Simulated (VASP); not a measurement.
Runs of VASP 6.6.1 on Si. The structure is that of space group P6_3/mmc (No. 194), or close to it. The cells are those of the table. 

```csv
cell,gap on the mesh (eV),pressure (GPa),largest force (eV/Å)
"a = 3.578, b = 3.578, c = 7.102 Å, angles 90.0, 90.0, 120.0°, 4 atoms",none,3.7,(c)
"a = 3.741, b = 3.741, c = 6.497 Å, angles 90.0, 90.0, 120.0°, 4 atoms",0.47,0.3,0.46
"a = 3.909, b = 3.909, c = 5.949 Å, angles 90.0, 90.0, 120.0°, 4 atoms",none,1.1,1.18
"a = 4.096, b = 4.096, c = 5.420 Å, angles 90.0, 90.0, 120.0°, 4 atoms",none,(a),4.74
"a = 4.014, b = 4.014, c = 5.643 Å, angles 90.0, 90.0, 120.0°, 4 atoms",none,4.3,(b)
```

Alike in all rows: task single point; level LDA; potentials or basis VASP PAW LDA potentials, release 64 (Si); no spin polarisation; k mesh 12 × 12 × 6; cutoff (eV) 520; smearing gaussian 0.03 eV.

Problem. Estimate the missing entries.

Solution. (a) 8.4; (b) 2.89; (c) 1.12.

Caveats: forces of over 1 eV/Å act on the atoms, so gaps and moduli don't describe the material at rest (some runs).

A k mesh can miss the band edges.

A gap of «none» marks levels without a gap at the run's occupations.
